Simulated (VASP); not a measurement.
# HgTe in VASP: a series of runs, part 3 of 3

VASP 6.6.1. The steps go on from the part before.

## Step 6: Electric field gradients, LDA (volume scaled by 0.94)

Input file INCAR:

```
  PREC = Accurate
  ENCUT = 400
  EDIFF = 1E-8
  ISMEAR = -1
  SIGMA = 0.08
  LREAL = False
  LASPH = True
  NELM = 120
  ALGO = Normal
  ISIF = 2
  LWAVE = False
  LCHARG = False
  LEFG = True
  NBANDS = 16
  GGA_COMPAT = False
```

Input file KPOINTS:

```
Automatic mesh
0
Gamma
  10 10 10
```

Input file POSCAR:

```
HgTe
1.0
    0.0000000000      2.8618608166      2.8618608166
    2.8618608166      0.0000000000      2.8618608166
    2.8618608166      2.8618608166      0.0000000000
Hg Te
1 1
Direct
    0.0000000000      0.0000000000      0.0000000000
    0.5000000000      0.5000000000      0.5000000000
```

Potentials or basis: VASP PAW LDA potentials, release 64 (Hg, Te).

On the command line:

```sh
$ cat potpaw_LDA.64/Hg/POTCAR potpaw_LDA.64/Te/POTCAR > POTCAR
$ mpirun -np 1 vasp_std > vasp.out
```

OUTCAR:

```text
PREC = Accurate
   ENCUT = 400
   EDIFF = 1E-8
   ISMEAR = -1
   LREAL = False
   LASPH = True
   NELM = 120
   ISIF = 2

 ion  position               nearest neighbor table
   1  0.000  0.000  0.000-   2 2.86   2 2.86   2 2.86   2 2.86   2 2.86   2 2.86
   2  0.500  0.500  0.500-   1 2.86   1 2.86   1 2.86   1 2.86   1 2.86   1 2.86

  LATTYP: Found a face centered cubic cell.
 ALAT       =     5.7237216332

  Lattice vectors:

 A1 = (   0.0000000000,   2.8618608166,   2.8618608166)
 A2 = (   2.8618608166,   0.0000000000,   2.8618608166)
 A3 = (   2.8618608166,   2.8618608166,   0.0000000000)

Analysis of symmetry for initial positions (statically):
=====================================================================
 Subroutine PRICEL returns:
 Original cell was already a primitive cell.

 Routine SETGRP: Setting up the symmetry group for a
 face centered cubic supercell.

 Subroutine GETGRP returns: Found 48 space group operations
 (whereof 48 operations were pure point group operations)
 out of a pool of 48 trial point group operations.

The static configuration has the point symmetry O_h .

Analysis of symmetry for dynamics (positions and initial velocities):
=====================================================================
 Subroutine PRICEL returns:
 Original cell was already a primitive cell.

 Routine SETGRP: Setting up the symmetry group for a
 face centered cubic supercell.

 Subroutine GETGRP returns: Found 48 space group operations
 (whereof 48 operations were pure point group operations)
 out of a pool of 48 trial point group operations.

The dynamic configuration has the point symmetry O_h .

 Subroutine INISYM returns: Found 48 space group operations
[... 150 lines left out ...]
 Fermi energy:         6.6303881024

 k-point     1 :       0.0000    0.0000    0.0000
  band No.  band energies     occupation
      1      -6.9975      2.00000
      2      -0.9512      2.00000
      3      -0.9512      2.00000
      4      -0.8850      2.00000
      5      -0.8850      2.00000
      6      -0.8850      2.00000
[... 433 lines left out ...]
      3      -1.0772      2.00000
      4      -0.9190      2.00000
      5      -0.5885      2.00000
      6      -0.5864      2.00000
[... 8 lines left out ...]
     15      19.1294      0.00000
     16      19.1990      0.00000

 [... further k-points ...]
[... 5 lines left out ...]
  --------------------------------------------------------------------------------------
  -------------------------------------------------------------------------------------
  Total        3.1524943      3.1524943      3.1524943      0.0000000      0.0000000      0.0000000
  in kB      107.7430752    107.7430752    107.7430752      0.0000000      0.0000000      0.0000000
  external PRESSURE =     107.7430752 kB  Pullay stress =       0.0000000 kB

 VOLUME and BASIS-vectors are now :
 -----------------------------------------------------------------------------
  energy-cutoff  :      400.00
  volume of cell :       46.88
      direct lattice vectors                 reciprocal lattice vectors
     0.000000000  2.861860817  2.861860817    -0.174711501  0.174711501  0.174711501
     2.861860817  0.000000000  2.861860817     0.174711501 -0.174711501  0.174711501
     2.861860817  2.861860817  0.000000000     0.174711501  0.174711501 -0.174711501

 POSITION                                       TOTAL-FORCE (eV/Angst)
 -----------------------------------------------------------------------------------
      0.00000      0.00000      0.00000        -0.000000      0.000000     -0.000000
      2.86186      2.86186      2.86186         0.000000     -0.000000      0.000000
 -----------------------------------------------------------------------------------
    total drift:                               -0.000000      0.000000      0.000000

  FREE ENERGIE OF THE ION-ELECTRON SYSTEM (eV)
  ---------------------------------------------------
  free  energy   TOTEN  =        -4.7594294389 eV

  energy  without entropy=       -4.7485186220  energy(sigma->0) =       -4.75397403

 Electric field gradients (V/A^2)
---------------------------------------------------------------------
 ion       V_xx      V_yy      V_zz      V_xy      V_xz      V_yz
---------------------------------------------------------------------
   1      -0.000    -0.000    -0.000     0.001     0.001     0.001
   2      -0.000     0.000     0.000    -0.000    -0.000    -0.000
---------------------------------------------------------------------

 Electric field gradients after diagonalization (V/A^2)
 (convention: |V_zz| > |V_xx| > |V_yy|)
----------------------------------------------------------------------
 ion       V_xx      V_yy      V_zz     asymmetry (V_yy - V_xx)/ V_zz
----------------------------------------------------------------------
   1      -0.001    -0.001     0.001       0.000
   2       0.000     0.000    -0.000       0.000
----------------------------------------------------------------------

           NMR quadrupolar parameters

 Cq : quadrupolar parameter    Cq=e*Q*V_zz/h
 eta: asymmetry parameters     (V_yy - V_xx)/ V_zz
 Q  : nuclear electric quadrupole moment in mb (millibarn)
----------------------------------------------------------------------
 ion       Cq(MHz)       eta       Q (mb)
----------------------------------------------------------------------
   1       0.000       0.000       1.000
   2      -0.000       0.000       1.000
----------------------------------------------------------------------
```

OSZICAR:

```text
N       E                     dE             d eps       ncg     rms          rms(c)
DAV:   1     0.898092165279E+02    0.89809E+02   -0.73728E+03  1568   0.824E+02
DAV:   2    -0.240400035156E+01   -0.92213E+02   -0.86805E+02  1808   0.218E+02
DAV:   3    -0.499069714966E+01   -0.25867E+01   -0.25812E+01  1776   0.374E+01
DAV:   4    -0.500801993381E+01   -0.17323E-01   -0.17321E-01  1928   0.304E+00
DAV:   5    -0.500831516849E+01   -0.29523E-03   -0.29523E-03  1880   0.356E-01    0.116E+01
DAV:   6    -0.477554840395E+01    0.23277E+00   -0.44429E-01  1888   0.953E+00    0.847E+00
DAV:   7    -0.476199275294E+01    0.13556E-01   -0.86919E-02  1864   0.214E+00    0.235E+00
DAV:   8    -0.475970108019E+01    0.22917E-02   -0.10360E-02  1752   0.124E+00    0.598E-01
DAV:   9    -0.475943206375E+01    0.26902E-03   -0.52557E-04  1944   0.251E-01    0.979E-02
DAV:  10    -0.475942894132E+01    0.31224E-05   -0.35598E-05  1912   0.507E-02    0.390E-02
DAV:  11    -0.475942985685E+01   -0.91554E-06   -0.53544E-06  1912   0.174E-02    0.194E-02
DAV:  12    -0.475942943301E+01    0.42384E-06   -0.93524E-07  1640   0.734E-03    0.880E-03
DAV:  13    -0.475942943891E+01   -0.59013E-08   -0.89854E-08  1984   0.174E-03
   1 F= -.47594294E+01 E0= -.47539740E+01  d E =-.109108E-01
```

stdout:

```text
POSCAR found type information on POSCAR HgTe
 POSCAR found :  2 types and       2 ions
 scaLAPACK will be used
 LDA part: xc-table for (Slater(with rela. corr.)+CA(PZ))
 , standard interpolation
 POSCAR, INCAR and KPOINTS ok, starting setup
 FFT: planning ... GRIDC
 FFT: planning ... GRID_SOFT
 FFT: planning ... GRID
 WAVECAR not read
 entering main loop
ion   1

ion   2
```

It took 34 s on 1 thread of Intel Xeon Platinum 8375C at 2.90GHz (Ice Lake), shared host; peak memory 0.15 GiB.

What came out:

| Property | Result |
| --- | --- |
| Free energy | -4.7594 eV |
| Pressure | 10.8 GPa |
| Band gap on the k mesh | zero (band 9 reaches 7.14 eV, above the bottom of band 10 at 3.56 eV) |

Caveat: without QUAD_EFG the Cq values of the log hold for a quadrupole moment of 1 mb, not for the nuclei; spin-orbit coupling is left out, which moves the levels of the heavy elements.

## Step 7: Overview

```tsv
cell	cutoff (eV)	gap on the mesh (eV)	pressure (GPa)
a = 4.195 Å, angles 58.0°, 2 atoms	520	none	4.4
a = 4.071 Å, angles 62.0°, 2 atoms	520	none	4.4
a = 4.173, b = 4.173, c = 4.132 Å, angles 60.3, 60.3, 59.3°, 2 atoms	400	none	2.8
a = 4.047 Å, angles 60.0°, 2 atoms	400	none	10.8
```

Alike in all rows: task electric field gradients; level LDA; potentials or basis VASP PAW LDA potentials, release 64 (Hg, Te); no spin polarisation; k mesh 10 × 10 × 10; smearing fermi-dirac 0.08 eV.

Caveats: spin-orbit coupling is left out, which moves the levels of the heavy elements.

Total energies depend on the potentials used, so only differences within one code and one set of settings carry meaning.
